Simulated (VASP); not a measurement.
Crystal: NaF (rocksalt type).

```xyz
2
Lattice="0.0000 2.2323 2.2323 2.2323 0.0000 2.2323 2.2323 2.2323 0.0000" Properties=species:S:1:pos:R:3 pbc="T T T"
Na    0.0000    0.0000    0.0000
F     2.2323    2.2323    2.2323
```

| Item | Value |
| --- | --- |
| Program | VASP 6.6.1 |
| Task | relaxation of cell and atoms |
| Functional | PBE |
| Potentials or basis | VASP PAW PBE potentials, release 64 (Na_pv, F) |
| Cutoff | 600 eV |
| k mesh | 16 × 16 × 16 |
| Occupations | fermi-dirac, width 0.05 eV |
| Spin | no spin polarisation |

At the start: pressure 9.8 GPa; volume 11.12 Å³/atom.

**Question.** How do energy, volume and symmetry change on relaxing?

**Answer.** Over 4 steps the energy falls by 48.6 meV/atom and the volume is 12.99 Å³/atom (+16.8 %); space group Fm-3m (No. 225, to 0.1 Å) before and after.

Step by step:
| step | energy change (eV) | largest force (eV/Å) | pressure (GPa) | volume (Å³) |
| --- | --- | --- | --- | --- |
| 1 | 0.0000 | 0.0000 | 9.75 | 22.25 |
| 2 | -0.0849 | 0.0000 | 2.93 | 24.50 |
| 3 | -0.0950 | 0.0000 | -1.05 | 26.58 |
| 4 | -0.0972 | 0.0000 | -0.03 | 25.98 |

Final structure:
```
CELL_PARAMETERS angstrom
0.00000 2.35084 2.35084
2.35084 0.00000 2.35084
2.35084 2.35084 0.00000
ATOMIC_POSITIONS crystal
Na 0.00000 0.00000 0.00000
F 0.50000 0.50000 0.50000
```

Caveat: the volume moved by over 15 % at a fixed basis, so the end points are rough.
